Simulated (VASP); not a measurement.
# ZnSe (F-43m) in VASP: a series of runs

The runs below take ZnSe through single point, with PBE.

Everything below comes from runs of VASP 6.6.1. Logs are shortened: lines on timing, memory, paths and dates and some standing lists are left out, and cuts for length are marked.

### 1 The cell of the first run

Symmetry: F-43m, No. 216, cubic system. The conventional cell has a = 5.732 Å, b = 5.732 Å, c = 5.732 Å, α = 90.00°, β = 90.00°, γ = 90.00°. Within 3.3 Å of Zn (site symmetry -43m) lie 4 Se at 2.48 Å. Se (site symmetry -43m) has 4 Zn at 2.48 Å within 3.3 Å.

### 2 Single point, PBE

Contents of INCAR:

```
SYSTEM = ZnSe
PREC = Accurate
ENCUT = 520
EDIFF = 1E-6
ISMEAR = 0
SIGMA = 0.02
LREAL = .False.
LASPH = .True.
NELM = 80
ALGO = Normal
ISIF = 2
LWAVE = .False.
LCHARG = .False.
GGA = PE
NBANDS = 16
```

Contents of KPOINTS:

```
regular mesh
0
Gamma
  8 8 8
  0 0 0
```

Contents of POSCAR:

```
ZnSe
1.0
    0.0000000000      2.8658805314      2.8658805314
    2.8658805314      0.0000000000      2.8658805314
    2.8658805314      2.8658805314      0.0000000000
Zn Se
1 1
Direct
    0.0000000000      0.0000000000      0.0000000000
    0.7500000000      0.7500000000      0.7500000000
```

Potentials or basis: VASP PAW PBE potentials, release 64 (Zn, Se).

The run is started by

```console
$ cat potpaw_PBE.64/Zn/POTCAR potpaw_PBE.64/Se/POTCAR > POTCAR
$ mpirun -np 1 vasp_std > vasp.out
```

OUTCAR:

```text
SYSTEM = ZnSe
   PREC = Accurate
   ENCUT = 520
   EDIFF = 1E-6
   ISMEAR = 0
   LREAL = .False.
   LASPH = .True.
   NELM = 80
   ISIF = 2
   GGA = PE

 ion  position               nearest neighbor table
   1  0.000  0.000  0.000-   2 2.48   2 2.48   2 2.48   2 2.48
   2  0.750  0.750  0.750-   1 2.48   1 2.48   1 2.48   1 2.48

  LATTYP: Found a face centered cubic cell.
 ALAT       =     5.7317610628

  Lattice vectors:

 A1 = (   0.0000000000,   2.8658805314,   2.8658805314)
 A2 = (   2.8658805314,   0.0000000000,   2.8658805314)
 A3 = (   2.8658805314,   2.8658805314,   0.0000000000)

Analysis of symmetry for initial positions (statically):
=====================================================================
 Subroutine PRICEL returns:
 Original cell was already a primitive cell.

 Routine SETGRP: Setting up the symmetry group for a
 face centered cubic supercell.

 Subroutine GETGRP returns: Found 24 space group operations
 (whereof 24 operations were pure point group operations)
 out of a pool of 48 trial point group operations.

The static configuration has the point symmetry T_d .

Analysis of symmetry for dynamics (positions and initial velocities):
=====================================================================
 Subroutine PRICEL returns:
 Original cell was already a primitive cell.

 Routine SETGRP: Setting up the symmetry group for a
 face centered cubic supercell.

 Subroutine GETGRP returns: Found 24 space group operations
 (whereof 24 operations were pure point group operations)
 out of a pool of 48 trial point group operations.

The dynamic configuration has the point symmetry T_d .

 Subroutine INISYM returns: Found 24 space group operations
 (whereof 24 operations are pure point group operations),
 and found     1 'primitive' translations

----------------------------------------------------------------------------------------

                                     Primitive cell

  volume of cell :      47.0765

  direct lattice vectors                    reciprocal lattice vectors
     0.000000000  2.865880531  2.865880531    -0.174466449  0.174466449  0.174466449
     2.865880531  0.000000000  2.865880531     0.174466449 -0.174466449  0.174466449
     2.865880531  2.865880531  0.000000000     0.174466449  0.174466449 -0.174466449

  length of vectors
     4.052967116  4.052967116  4.052967116     0.302184754  0.302184754  0.302184754

  position of ions in fractional coordinates (direct lattice)
     0.000000000  0.000000000  0.000000000
     0.750000000  0.750000000  0.750000000

  ion indices of the primitive-cell ions
   primitive index   ion index
                 1           1
                 2           2

----------------------------------------------------------------------------------------

 KPOINTS: regular mesh

Automatic generation of k-mesh.
 Grid dimensions read from file:
 generate k-points for:    8    8    8

 Generating k-lattice:

  Cartesian coordinates                     Fractional coordinates (reciprocal lattice)
    -0.021808306  0.021808306  0.021808306     0.125000000  0.000000000  0.000000000
     0.021808306 -0.021808306  0.021808306     0.000000000  0.125000000  0.000000000
     0.021808306  0.021808306 -0.021808306     0.000000000  0.000000000  0.125000000

  Length of vectors
     0.037773094  0.037773094  0.037773094

  Shift w.r.t. Gamma in fractional coordinates (k-lattice)
     0.000000000  0.000000000  0.000000000

 Subroutine IBZKPT returns following result:
 ===========================================

 Found     29 irreducible k-points:

 Following reciprocal coordinates:
            Coordinates               Weight
  0.000000  0.000000  0.000000      1.000000
  0.125000  0.000000  0.000000      8.000000
  0.250000  0.000000  0.000000      8.000000
  0.375000  0.000000  0.000000      8.000000
  0.500000  0.000000  0.000000      4.000000
  0.125000  0.125000  0.000000      6.000000
[... 16 lines left out ...]
  0.500000  0.250000  0.125000     48.000000
 -0.375000  0.250000  0.125000     24.000000
 [... further k-points ...]
   k-points           NKPTS =     29   k-points in BZ     NKDIM =     29   number of bands    NBANDS=     16
   number of dos      NEDOS =    301   number of ions     NIONS =      2
   total plane-waves  NPLWV =  27000
   dimension x,y,z NGX =    30 NGY =   30 NGZ =   30
   dimension x,y,z NGXF=    60 NGYF=   60 NGZF=   60
   ions per type =               1   1
   NGX,Y,Z   is equivalent  to a cutoff of  12.31, 12.31, 12.31 a.u.
   NGXF,Y,Z  is equivalent  to a cutoff of  24.61, 24.61, 24.61 a.u.
 SYSTEM =  ZnSe
   PREC   = accura    normal or accurate (medium, high low for compatibility)
   ISTART =      0    job   : 0-new  1-cont  2-samecut
   ICHARG =      2    charge: 1-file 2-atom 10-const
   ISPIN  =      1    spin polarized calculation?
   LNONCOLLINEAR =      F non collinear calculations
   LSORBIT =      F    spin-orbit coupling
   LASPH  =      T    aspherical Exc in radial PAW
   ENCUT  =  520.0 eV  38.22 Ry    6.18 a.u.   7.54  7.54  7.54*2*pi/ulx,y,z
   NELM   =     80;   NELMIN=  2; NELMDL= -5     # of ELM steps
   EDIFF  = 0.1E-05   stopping-criterion for ELM
   LREAL  =      F    real-space projection
   EDIFFG = 0.1E-04   stopping-criterion for IOM
   NSW    =      0    number of steps for IOM
   IBRION =     -1    ionic relax: 0-MD 1-quasi-New 2-CG
   NFREE  =      0    steps in history (QN), initial steepest desc. (CG)
   ISIF   =      2    stress and relaxation
   ISYM   =      2    0-nonsym 1-usesym 2-fastsym
   POTIM  = 0.5000    time-step for ionic-motion
   TEBEG  =    0.0;   TEEND  =   0.0 temperature during run
   PSTRESS=    0.0 pullay stress
   NELECT =      18.0000    total number of electrons
   NUPDOWN=      -1.0000    fix difference up-down
   EMIN   =  10.00;   EMAX   =-10.00  energy-range for DOS
   EFERMI =   0.00;   METHOD = LEGACY
   ISMEAR =     0;   SIGMA  =   0.02  broadening in eV -4-tet -1-fermi 0-gaus
   EFERMI_NEDOS =   21; number of points for ismear=-14 and -15
   IALGO  =     38    algorithm
   IMIX   =      4    mixing-type and parameters
     AMIX     =   0.40;   BMIX     =  1.00
     AMIX_MAG =   1.60;   BMIX_MAG =  1.00
  volume/ion in A,a.u.               =      23.54       158.84
  Fermi-wavevector in a.u.,A,eV,Ry     =   1.188222  2.245414 19.209678  1.411871
  Thomas-Fermi vector in A             =   2.324356
   LORBIT       =      0    0 simple, 1 ext, 2 COOP (PROOUT), +10 PAW based schemes
   GGA     = PE    functional components
   LHFCALC =     F    Hartree Fock is set to
   AEXX    =    0.0000 exact exchange contribution
   IVDW    =     0    specifies the selected vdW correction
   LEPSILON=     F    determine dielectric tensor
   LRPA    =     F    only Hartree local field effects (RPA)
 non-spin polarized calculation
 Gauss-broadening in eV      SIGMA  =   0.02
  energy-cutoff  :      520.00
  volume of cell :       47.08
 maximum number of plane-waves:      1287
   NGX = 15   NGY = 15   NGZ = 15

 number of electron      18.0000017 magnetization

 Free energy of the ion-electron system (eV)
  ---------------------------------------------------
  ext. energy  EPLUGINS =         0.00000000
  ---------------------------------------------------
  free energy    TOTEN  =        -6.03241763 eV

  energy without entropy =       -6.03241763  energy(sigma->0) =       -6.03241763

 E-fermi :   1.4157     XC(G=0):  -9.1683

 val. band max:        1.3294331445   @ k =   0.0000   0.0000   0.0000
 cond. band min:       2.4851390338   @ k =   0.0000   0.0000   0.0000
 fundamental gap:      1.1557058893
 Fermi energy:         1.4156597530

 k-point     1 :       0.0000    0.0000    0.0000
  band No.  band energies     occupation
      1     -11.7188      2.00000
      2      -5.0995      2.00000
      3      -5.0995      2.00000
      4      -5.0995      2.00000
      5      -4.7597      2.00000
      6      -4.7597      2.00000
[... 8 lines left out ...]
     15      12.7189      0.00000
     16      12.7189      0.00000

 k-point     2 :       0.1250    0.0000    0.0000
  band No.  band energies     occupation
      1     -11.6246      2.00000
      2      -5.0907      2.00000
      3      -5.0848      2.00000
      4      -5.0848      2.00000
      5      -4.7609      2.00000
      6      -4.7609      2.00000
[... 8 lines left out ...]
     15      11.9646      0.00000
     16      11.9864      0.00000

 k-point     3 :       0.2500    0.0000    0.0000
  band No.  band energies     occupation
      1     -11.3809      2.00000
      2      -5.0526      2.00000
      3      -5.0526      2.00000
      4      -5.0325      2.00000
      5      -4.7594      2.00000
      6      -4.7594      2.00000
[... 8 lines left out ...]
     15      11.7287      0.00000
     16      11.9871      0.00000

 k-point     4 :       0.3750    0.0000    0.0000
  band No.  band energies     occupation
      1     -11.1091      2.00000
      2      -5.0267      2.00000
      3      -5.0267      2.00000
      4      -4.8457      2.00000
      5      -4.7498      2.00000
      6      -4.7498      2.00000
[... 8 lines left out ...]
     15      12.7972      0.00000
     16      12.7972      0.00000
[... 324 lines left out ...]
 k-point    22 :       0.3750    0.2500    0.1250
  band No.  band energies     occupation
      1     -11.1909      2.00000
      2      -5.0520      2.00000
      3      -5.0043      2.00000
      4      -4.9750      2.00000
      5      -4.7718      2.00000
      6      -4.7369      2.00000
[... 8 lines left out ...]
     15      13.4764      0.00000
     16      14.5917      0.00000

 k-point    23 :       0.5000    0.2500    0.1250
  band No.  band energies     occupation
      1     -10.9644      2.00000
      2      -5.0081      2.00000
      3      -4.9816      2.00000
      4      -4.8529      2.00000
      5      -4.7477      2.00000
      6      -4.6960      2.00000
[... 8 lines left out ...]
     15      13.7689      0.00000
     16      14.8888      0.00000

 k-point    24 :      -0.3750    0.2500    0.1250
  band No.  band energies     occupation
      1     -10.8642      2.00000
      2      -5.0011      2.00000
      3      -4.9690      2.00000
      4      -4.7867      2.00000
      5      -4.7527      2.00000
      6      -4.5659      2.00000
[... 8 lines left out ...]
     15      13.9528      0.00000
     16      14.7439      0.00000

 [... further k-points ...]
[... 5 lines left out ...]
  --------------------------------------------------------------------------------------
  -------------------------------------------------------------------------------------
  Total        0.0714150      0.0714150      0.0714150     -0.0000000     -0.0000000     -0.0000000
  in kB        2.4305006      2.4305006      2.4305006     -0.0000000     -0.0000000     -0.0000000
  external PRESSURE =       2.4305006 kB  Pullay stress =       0.0000000 kB

 VOLUME and BASIS-vectors are now :
 -----------------------------------------------------------------------------
  energy-cutoff  :      520.00
  volume of cell :       47.08
      direct lattice vectors                 reciprocal lattice vectors
     0.000000000  2.865880531  2.865880531    -0.174466449  0.174466449  0.174466449
     2.865880531  0.000000000  2.865880531     0.174466449 -0.174466449  0.174466449
     2.865880531  2.865880531  0.000000000     0.174466449  0.174466449 -0.174466449

 POSITION                                       TOTAL-FORCE (eV/Angst)
 -----------------------------------------------------------------------------------
      0.00000      0.00000      0.00000        -0.000000      0.000000      0.000000
      4.29882      4.29882      4.29882         0.000000     -0.000000     -0.000000
 -----------------------------------------------------------------------------------
    total drift:                                0.000001      0.000001      0.000001

  FREE ENERGIE OF THE ION-ELECTRON SYSTEM (eV)
  ---------------------------------------------------
  free  energy   TOTEN  =        -6.0324176337 eV

  energy  without entropy=       -6.0324176337  energy(sigma->0) =       -6.03241763
```

Wall time 13 s (1 thread of Intel Xeon Platinum 8488C (Sapphire Rapids), shared host); peak memory 0.17 GiB.

What came out:

```
Free energy            : -6.0324 eV
Pressure               : 0.2 GPa
Band gap on the k mesh : 1.16 eV, direct
```

Levels at points of the mesh, in eV from the valence-band top:
| k point | band 6 | band 7 | band 8 | band 9 | band 10 | band 11 | band 12 | band 13 |
| --- | --- | --- | --- | --- | --- | --- | --- | --- |
| (0.00, 0.00, 0.00) | -6.09 | 0.00 | 0.00 | 0.00 | 1.16 | 5.81 | 5.81 | 5.81 |
| (0.50, 0.00, 0.00) | -5.94 | -5.02 | -0.82 | -0.82 | 2.48 | 6.38 | 6.38 | 8.48 |
| (0.50, 0.50, 0.00) | -5.92 | -4.61 | -2.07 | -2.07 | 3.06 | 3.46 | 10.50 | 11.02 |

PBE gaps usually lie below the measured ones, often by a third to a half.

### 3 Single point, PBE

Contents of INCAR:

```
  PREC = Accurate
  ENCUT = 520
  EDIFF = 1E-6
  ISMEAR = 0
  SIGMA = 0.02
  LREAL = False
  LASPH = True
  NELM = 60
  ALGO = Normal
  ISIF = 2
  LWAVE = False
  LCHARG = True
  GGA = PE
  LELF = True
  LVHAR = True
  NBANDS = 16
```

Contents of KPOINTS:

```
regular mesh
0
Gamma
  8 8 8
```

POSCAR is that of step 2.

Potentials or basis: VASP PAW PBE potentials, release 64 (Zn, Se).

The run is started by

```console
$ cat potpaw_PBE.64/Zn/POTCAR potpaw_PBE.64/Se/POTCAR > POTCAR
$ mpirun -np 1 vasp_std > vasp.out
```

Run time: 30 s. Hardware: 1 thread of Intel Xeon 8259CL, shared host; peak memory 0.18 GiB.

Results (log left out):

```
Free energy            : -6.0324 eV
Pressure               : 0.2 GPa
Band gap on the k mesh : 1.16 eV, direct
```

Levels at points of the mesh, in eV from the valence-band top:
```tsv
k point	band 6	band 7	band 8	band 9	band 10	band 11	band 12	band 13
(0.00, 0.00, 0.00)	-6.09	0.00	0.00	0.00	1.16	5.81	5.81	5.81
(0.50, 0.00, 0.00)	-5.94	-5.02	-0.82	-0.82	2.48	6.38	6.38	8.48
(0.50, 0.50, 0.00)	-5.92	-4.61	-2.07	-2.07	3.06	3.46	10.50	11.02
```

Expect the measured gap to be larger: semilocal functionals such as PBE lack the derivative discontinuity.
